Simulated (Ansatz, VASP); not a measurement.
**Two plane-wave programs on RuS2**

```
CELL_PARAMETERS angstrom
5.61060 0.00000 0.00000
0.00000 5.61060 0.00000
0.00000 0.00000 5.61060
ATOMIC_POSITIONS crystal
Ru 0.00000 0.50000 0.50000
Ru 0.50000 0.50000 0.00000
Ru 0.50000 0.00000 0.50000
Ru 0.00000 0.00000 0.00000
S 0.38831 0.11169 0.88831
S 0.11169 0.88831 0.38831
S 0.88831 0.38831 0.11169
S 0.61169 0.61169 0.61169
S 0.61169 0.88831 0.11169
S 0.88831 0.11169 0.61169
S 0.11169 0.61169 0.88831
S 0.38831 0.38831 0.38831
```

Alike in both runs: functional LDA; k mesh 4 × 4 × 4; no spin polarisation.

|  | VASP | Ansatz |
| --- | --- | --- |
| version | VASP 6.6.1 | Ansatz 0.2.0 |
| potentials or method | VASP PAW LDA potentials, release 64 (Ru_pv, S) | Ansatz PAW |
| plane-wave cutoff (eV) | 520 | 420 |
| occupations | gaussian, width 0.01 eV | fixed |
| valence electrons in the cell | 104 | 112 |
| task | single point | band structure |

VASP gave:

- gap on the k mesh at the Fermi level (eV): 0.71
- least direct gap on the mesh (eV): 0.92
- pressure (GPa): -6.3
- rms of the force components (eV/Å): 0.146

Q: Estimate Ansatz's values.

A: gap on the k mesh at the Fermi level (eV): 0.71; least direct gap on the mesh (eV): 0.92; pressure (GPa): -6.3; rms of the force components (eV/Å): 0.170.

LDA's correlation is that of Perdew and Zunger in VASP and of Perdew and Wang (1992) in Ansatz. Atom by atom the forces differ by 0.024 eV/Å (rms over components). VASP's potentials hold 104 valence electrons a cell and Ansatz's 112, so a difference there can come from the potentials and not from the codes.
